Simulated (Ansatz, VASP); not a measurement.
## Two plane-wave programs on EuS2

```
CELL_PARAMETERS angstrom
2.35437 1.35930 3.84277
-2.35437 1.35930 3.84277
0.00000 -2.71859 3.84277
ATOMIC_POSITIONS crystal
Eu 0.00000 0.00000 0.00000
S 0.24996 0.24996 0.24996
S 0.75004 0.75004 0.75004
```

Alike in both runs: functional PBE; k mesh 10 × 10 × 10; occupations gaussian, width 0.05 eV; collinear spin.

Ansatz relaxed the structure, and its values are those at the end. VASP's run is a single point on that final structure, the one shown.

|  | VASP | Ansatz |
| --- | --- | --- |
| version | VASP 6.6.1 | Ansatz 0.2.0 |
| potentials or method | VASP PAW PBE potentials, release 64 (Eu, S), cutoff 520 eV | scalar-relativistic, plane waves, PAW |
| valence electrons in the cell | 29 | 29 |

```tsv
	VASP	Ansatz	Ansatz less VASP
gap on the k mesh at the Fermi level (eV)	none	none	-
pressure (GPa)	0.0	0.0	+0.01
net moment per atom (μB)	1.78	1.78	+0.001
size of the moment on the site where the two differ most (μB)	6.18	6.30	+0.121
```

Site moments also hang on the region over which each program counts them. A gap of «none» marks a metal or a gap that the smearing closes. With one functional, cell and mesh, what is left measures potentials, basis and numerics.

Neither program's run includes spin-orbit coupling.
